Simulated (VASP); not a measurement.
**Ga: relaxation of cell and atoms with PBEsol**

Crystal: Ga.

```
Ga
1.0
    -2.97550    2.97550    2.97550
     2.97550   -2.97550    2.97550
     2.97550    2.97550   -2.97550
Ga
6
Direct
  0.25000 0.62500 0.37500
  0.37500 0.25000 0.62500
  0.75000 0.87500 0.12500
  0.12500 0.75000 0.87500
  0.62500 0.37500 0.25000
  0.87500 0.12500 0.75000
```

| Quantity | Value |
| --- | --- |
| Program | VASP 6.6.1 |
| Task | relaxation of cell and atoms |
| Functional | PBEsol |
| Potentials or basis | VASP PAW PBE potentials, release 64 (Ga_d) |
| Cutoff | 600 eV |
| k mesh | 8 × 8 × 8 |
| Occupations | gaussian, width 0.1 eV |
| Spin | no spin polarisation |
| Dipole correction | no |
| Further INCAR settings | ALGO = Fast; EDIFF = 1e-07; IBRION = 2; EDIFFG = -0.005; NSW = 100; ISIF = 3 |

```yaml
Relaxed_volume: 17.72 Å³/atom
Relaxed_cell: a = 5.169 Å, b = 5.169 Å, c = 5.169 Å, α = 109.47°, β = 109.47°, γ = 109.47°
Space_group_after_relaxing_to_0.1_Å: I-43d (No. 220)
Energy_gained_by_relaxing: 0.2 meV/atom
Ionic_steps: 3
Pressure_after_relaxing: 0.0 GPa
Band_gap_on_the_k_mesh: zero (bands 39 and 40 overlap by 3.92 eV)
```

Step by step:
```tsv
step	energy change (eV)	largest force (eV/Å)	pressure (GPa)	volume (Å³)
1	0.0000	0.0000	0.51	105.38
2	-0.0014	0.0000	0.05	106.23
3	-0.0014	0.0000	-0.04	106.34
```

Final structure:
```cif
data_structure
_symmetry_space_group_name_H-M 'P 1'
_symmetry_Int_Tables_number 1
_cell_length_a 5.1694
_cell_length_b 5.1694
_cell_length_c 5.1694
_cell_angle_alpha 109.471
_cell_angle_beta 109.471
_cell_angle_gamma 109.471
_cell_volume 106.34
loop_
_atom_site_label
_atom_site_type_symbol
_atom_site_fract_x
_atom_site_fract_y
_atom_site_fract_z
_atom_site_occupancy
Ga1 Ga 0.25000 0.62500 0.37500 1
Ga2 Ga 0.37500 0.25000 0.62500 1
Ga3 Ga 0.75000 0.87500 0.12500 1
Ga4 Ga 0.12500 0.75000 0.87500 1
Ga5 Ga 0.62500 0.37500 0.25000 1
Ga6 Ga 0.87500 0.12500 0.75000 1
```

Levels at points of the mesh, in eV from the Fermi level:
```csv
k point,band 35,band 36,band 37,band 38,band 39,band 40,band 41,band 42,band 43,band 44
"(0.00, 0.00, 0.00)",-2.99,-2.99,-2.37,-2.37,-2.37,-1.99,-1.99,-1.99,-1.87,5.37
"(0.50, 0.00, 0.00)",-4.68,-4.68,-0.91,-0.91,-0.34,-0.34,2.98,2.98,3.36,3.36
"(0.50, 0.50, 0.50)",-7.14,-7.14,1.47,1.47,1.65,1.65,1.65,1.65,1.65,1.65
```

It took 8.3 min on 1 thread of Intel(R) Xeon(R) Platinum 8259CL CPU @ 2.50GHz (Skylake/Cascade Lake), with other jobs on the host, peak memory 0.33 GiB.

Caveat: the PAW data sets were made with another functional, which shifts forces and pressure a little. Zero-point motion and thermal expansion aren't in these numbers.
